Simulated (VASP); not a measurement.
Wanted: the native input for a VASP 6.6.1 run.

| Item | Value |
| --- | --- |
| Task | single point |
| Functional | PBE |
| Potentials or basis | VASP PAW PBE potentials, release 64 (Co, Si) |
| Cutoff | 520 eV |
| k mesh | 14 × 14 × 14 |
| Occupations | gaussian, width 0.1 eV |
| Spin | no spin polarisation |
| Dipole correction | no |
| Further INCAR settings | ALGO = Normal; EDIFF = 1e-06; NBANDS = 16 |

The structure of CoSi2 lies in POSCAR:

```
CoSi2
1.0
    0.0000000000      2.6799390440      2.6799390440
    2.6799390440      0.0000000000      2.6799390440
    2.6799390440      2.6799390440      0.0000000000
Co Si
1 2
Direct
    0.0000000000      0.0000000000      0.0000000000
    0.2500000000      0.2500000000      0.2500000000
    0.7500000000      0.7500000000      0.7500000000
```

The input as run:

INCAR

```
  PREC = Accurate
  ENCUT = 520
  EDIFF = 1E-6
  ISMEAR = 0
  SIGMA = 0.1
  LREAL = False
  LASPH = True
  NELM = 100
  ALGO = Normal
  ISIF = 2
  LWAVE = False
  LCHARG = False
  GGA = PE
  NBANDS = 16
```

KPOINTS

```
Automatic mesh
0
Gamma
  14 14 14
```

Potentials or basis: VASP PAW PBE potentials, release 64 (Co, Si).

Launch:

```sh
$ cat potpaw_PBE.64/Co/POTCAR potpaw_PBE.64/Si/POTCAR > POTCAR
$ mpirun -np 1 vasp_std > vasp.out
```

It gave:

```json
{
 "Pressure": "-0.2 GPa",
 "Band gap on the k mesh": "zero (an odd number of electrons rules out a gap without spin polarisation)"
}
```

Caveat: the run has no spin polarisation, though such a crystal can be magnetic.

Wall time 120 s on 1 thread of Intel Xeon 8259CL, with other jobs on the host, peak memory 0.2 GiB.
